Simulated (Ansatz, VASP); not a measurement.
# Two plane-wave programs on HRh6

Contents of INCAR:

```
SYSTEM = HRh6
PREC = Accurate ; ENCUT = 520
EDIFF = 1E-7 ; ISMEAR = 0
SIGMA = 0.1 ; LREAL = .False.
LASPH = .True. ; NELM = 60
ALGO = Normal ; ISIF = 2
LWAVE = .False. ; LCHARG = .False.
LDIPOL = .True. ; IDIPOL = 3
DIPOL = 0.5 0.5 0.291 ; GGA = PE
NBANDS = 104
```

KPOINTS

```
regular mesh
0
Gamma
  5 5 1
  0 0 0
```

The input POSCAR:

```
HRh6
1.0
    5.4163401145      0.0000000000      0.0000000000
    0.0000000000      5.4163401145      0.0000000000
    0.0000000000      0.0000000000     21.6737367085
Rh H
12 2
Direct
    0.2500000000      0.2500000000      0.1845551625
    0.2500000000      0.7500000000      0.1845551625
    0.7500000000      0.2500000000      0.1845551625
    0.7500000000      0.7500000000      0.1845551625
    0.0000000000      0.0000000000      0.2693761947
    0.0000000000      0.5000000000      0.2693761947
    0.5000000000      0.0000000000      0.2693761947
    0.5000000000      0.5000000000      0.2693761947
    0.2500000000      0.2500000000      0.3540569313
    0.2500000000      0.7500000000      0.3540569313
    0.7500000000      0.2500000000      0.3540569313
    0.7500000000      0.7500000000      0.3540569313
    0.4307650568      0.5000000000      0.4191126261
    0.5692349432      0.5000000000      0.4191126261
```

Input for Ansatz:

```yaml
crystal:
  lattice:
    - [5.4163401145, 0.0, 0.0]
    - [0.0, 5.4163401145, 0.0]
    - [0.0, 0.0, 21.6737367085]
  atoms:
    - { symbol: Rh, position: [0.25, 0.25, 0.1845551625] }
    - { symbol: Rh, position: [0.25, 0.75, 0.1845551625] }
    - { symbol: Rh, position: [0.75, 0.25, 0.1845551625] }
    - { symbol: Rh, position: [0.75, 0.75, 0.1845551625] }
    - { symbol: Rh, position: [0.0, 0.0, 0.2693761947] }
    - { symbol: Rh, position: [0.0, 0.5, 0.2693761947] }
    - { symbol: Rh, position: [0.5, 0.0, 0.2693761947] }
    - { symbol: Rh, position: [0.5, 0.5, 0.2693761947] }
    - { symbol: Rh, position: [0.25, 0.25, 0.3540569313] }
    - { symbol: Rh, position: [0.25, 0.75, 0.3540569313] }
    - { symbol: Rh, position: [0.75, 0.25, 0.3540569313] }
    - { symbol: Rh, position: [0.75, 0.75, 0.3540569313] }
    - { symbol: H, position: [0.4307650568, 0.5, 0.4191126261] }
    - { symbol: H, position: [0.5692349432, 0.5, 0.4191126261] }
basis:
  ecutwfc: 420
kpoints:
  mp_grid: { grid: [5, 5, 1] }
hamiltonian:
  xc: pbe
scf:
  occupations: { method: gaussian, width: 0.1 }
output:
  forces: true
  eigenvalues: true
efield:
  axis: 3
  dipole_correction: true
  ramp_width: 0.04
```

Alike in both runs: task single point; functional PBE; k mesh 5 × 5 × 1; occupations gaussian, width 0.1 eV; no spin polarisation.

|  | VASP | Ansatz |
| --- | --- | --- |
| version | VASP 6.6.1 | Ansatz 0.2.0 |
| potentials or method | VASP PAW PBE potentials, release 64 (Rh_pv, H), cutoff 520 eV | scalar-relativistic, plane waves, PAW |
| valence electrons in the cell | 182 | 206 |

VASP gave:

| Quantity | Value |
| --- | --- |
| gap on the k mesh at the Fermi level (eV) | none |
| rms of the force components (eV/Å) | 0.595 |

Problem. Which values does Ansatz return?

Solution. gap on the k mesh at the Fermi level (eV): none; rms of the force components (eV/Å): 0.597.

Atom by atom the forces differ by 0.003 eV/Å (rms over components). A gap of «none» marks a metal or a gap that the smearing closes. VASP's potentials hold 182 valence electrons a cell and Ansatz's 206, so a difference there can come from the potentials and not from the codes.
